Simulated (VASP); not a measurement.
Set up this calculation in VASP 6.6.1, as the native input.

```
Task                   : single point
Functional             : PBEsol
Potentials or basis    : VASP PAW PBE potentials, release 64 (In_d)
Cutoff                 : 520 eV
k mesh                 : 20 × 20 × 20
Occupations            : fermi-dirac, width 0.05 eV
Spin                   : no spin polarisation
Dipole correction      : no
Further INCAR settings : ALGO = Normal; EDIFF = 1e-07; NBANDS = 12
```

The structure of In lies in POSCAR:

```
In
1.0
   -1.6303410670      1.6303410670      2.4069160583
    1.6303410670     -1.6303410670      2.4069160583
    1.6303410670      1.6303410670     -2.4069160583
In
1
Direct
    0.0000000000      0.0000000000      0.0000000000
```

One way to write it, as run:

INCAR

```
SYSTEM = In
PREC     = Accurate       ! precision mode
ENCUT    = 520            ! plane-wave cutoff, eV
EDIFF    = 1E-7           ! SCF threshold, eV
ISMEAR   = -1             ! smearing method
SIGMA    = 0.05           ! smearing width, eV
LREAL    = .False.        ! projectors in reciprocal space
LASPH    = .True.         ! aspherical terms in the spheres
NELM     = 80             ! most SCF steps
ALGO     = Normal         ! electronic algorithm
ISIF     = 2              ! what is computed and relaxed
LWAVE    = .False.        ! write WAVECAR
LCHARG   = .True.         ! write CHGCAR
GGA      = PS             ! functional
LELF     = .True.         ! ELF
LVHAR    = .True.       
NBANDS   = 12             ! bands
```

KPOINTS

```
regular mesh
0
Gamma
  20 20 20
  0 0 0
```

Potentials or basis: VASP PAW PBE potentials, release 64 (In_d).

Command:

```sh
$ cat potpaw_PBE.64/In_d/POTCAR > POTCAR
$ mpirun -np 1 vasp_std > vasp.out
```

Results of the run:

```
Pressure               : 0.0 GPa
Band gap on the k mesh : zero (an odd number of electrons rules out a gap without spin polarisation)
```

Caveat: the PAW data sets were made with another functional, which shifts forces and pressure a little; spin-orbit coupling is left out, which moves the levels of the heavy elements.

It took 73 s on 1 thread of Intel(R) Xeon(R) 6975P-C (Granite Rapids), on a shared host, peak memory 0.31 GiB.
